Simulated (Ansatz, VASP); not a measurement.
# One calculation of MgS, two programs

```
CELL_PARAMETERS angstrom
0.00000 2.59874 2.59874
2.59874 0.00000 2.59874
2.59874 2.59874 0.00000
ATOMIC_POSITIONS crystal
Mg 0.00000 0.00000 0.00000
S 0.50000 0.50000 0.50000
```

Alike in both runs: task single point; functional PBE; k mesh 8 × 8 × 8; occupations gaussian, width 0.02 eV; no spin polarisation.

```csv
,VASP,Ansatz
version,VASP 6.6.1,Ansatz 0.2.0
potentials or method,"VASP PAW PBE potentials, release 64 (Mg, S), cutoff 520 eV","scalar-relativistic, plane waves, PAW"
valence electrons in the cell,8,16
```

|  | VASP | Ansatz | Ansatz less VASP |
| --- | --- | --- | --- |
| gap on the k mesh at the Fermi level (eV) | 2.78 | 2.80 | +0.014 |
| least direct gap on the mesh (eV) | 3.74 | 3.75 | +0.012 |
| pressure (GPa) | 1.1 | 1.4 | +0.30 |

VASP's potentials hold 8 valence electrons a cell and Ansatz's 16, so a difference there can come from the potentials and not from the codes.
